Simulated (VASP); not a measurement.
A run of VASP 6.6.1 is set up as follows.

The input POSCAR:

```
RbBr
1.0
    0.0000000000      3.4270000000      3.4270000000
    3.4270000000      0.0000000000      3.4270000000
    3.4270000000      3.4270000000      0.0000000000
Rb Br
1 1
Direct
    0.0000000000      0.0000000000      0.0000000000
    0.5000000000      0.5000000000      0.5000000000
```

The input INCAR.step1:

```
SYSTEM = RbBr
ALGO = Normal ; EDIFF = 1E-5
ENCUT = 520 ; GGA = PE
ISIF = 2 ; ISMEAR = -1
LASPH = .True. ; LCHARG = .False.
LREAL = .False. ; LWAVE = .True.
NBANDS = 15 ; NELM = 80
PREC = Accurate ; SIGMA = 0.05
```

INCAR.step2

```
SYSTEM = RbBr
AEXX = 0.25 ; ALGO = Normal
EDIFF = 1E-7 ; ENCUT = 520
GGA = PE ; HFSCREEN = 0.1
ISIF = 2 ; ISMEAR = -1
ISTART = 1 ; LASPH = .True.
LCHARG = .False. ; LHFCALC = .True.
LREAL = .False. ; LWAVE = .False.
NBANDS = 15 ; NELM = 80
PREC = Accurate ; PRECFOCK = Normal
SIGMA = 0.05
```

Contents of KPOINTS:

```
k-points
0
Gamma
  4 4 4
  0 0 0
```

Potentials or basis: VASP PAW PBE potentials, release 64 (Rb_sv, Br).

Launch:

```sh
$ cat potpaw_PBE.64/Rb_sv/POTCAR potpaw_PBE.64/Br/POTCAR > POTCAR
$ cp INCAR.step1 INCAR
$ mpirun -np 1 vasp_std > vasp.out
$ cp INCAR.step2 INCAR
$ mpirun -np 1 vasp_std > vasp.out
```

(1) What does it give for the pressure?

(2) Predict the band gap on the k mesh.

## Answers

(1) 0.7 GPa.

(2) 5.87 eV, direct.

Caveat: the PAW data sets were made with another functional, which shifts forces and pressure a little.
